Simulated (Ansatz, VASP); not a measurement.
**Mg2CdTe3 in VASP and in Ansatz**

```xyz
12
Lattice="4.2510 0.0000 0.0000 -2.1255 3.6815 0.0000 0.0000 0.0000 20.6644" Properties=species:S:1:pos:R:3 pbc="T T T"
Mg    0.0000    2.4543   13.7486
Mg    0.0000    2.4543   20.6368
Mg    2.1255    1.2272    3.4165
Mg    2.1255    1.2272   10.3046
Cd    0.0000    2.4543    6.8605
Cd    2.1255    1.2272   17.1927
Te    0.0000    2.4543    2.5762
Te    0.0000    2.4543    9.4644
Te    0.0000    2.4543   16.3525
Te    2.1255    1.2272    6.0203
Te    2.1255    1.2272   12.9084
Te    2.1255    1.2272   19.7965
```

Alike in both runs: task single point; functional PBE; k mesh 6 × 6 × 1; occupations gaussian, width 0.1 eV; no spin polarisation.

|  | VASP | Ansatz |
| --- | --- | --- |
| version | VASP 6.6.1 | Ansatz 0.2.0 |
| potentials or method | VASP PAW PBE potentials, release 64 (Mg, Cd, Te), cutoff 520 eV | scalar-relativistic, plane waves, PAW |
| valence electrons in the cell | 68 | 176 |

Ansatz gave:

| Item | Value |
| --- | --- |
| gap on the k mesh at the Fermi level (eV) | 2.21 |
| least direct gap on the mesh (eV) | 2.36 |
| pressure (GPa) | 16.3 |
| rms of the force components (eV/Å) | 0.240 |

Task: Which values does VASP return?

Result: gap on the k mesh at the Fermi level (eV): 2.19; least direct gap on the mesh (eV): 2.36; pressure (GPa): 16.5; rms of the force components (eV/Å): 0.249.

Atom by atom the forces differ by 0.009 eV/Å (rms over components). The functional is the same, so the differences come from potentials, cutoffs and numerics. VASP's potentials hold 68 valence electrons a cell and Ansatz's 176, so a difference there can come from the potentials and not from the codes.

Neither program's run includes spin-orbit coupling.
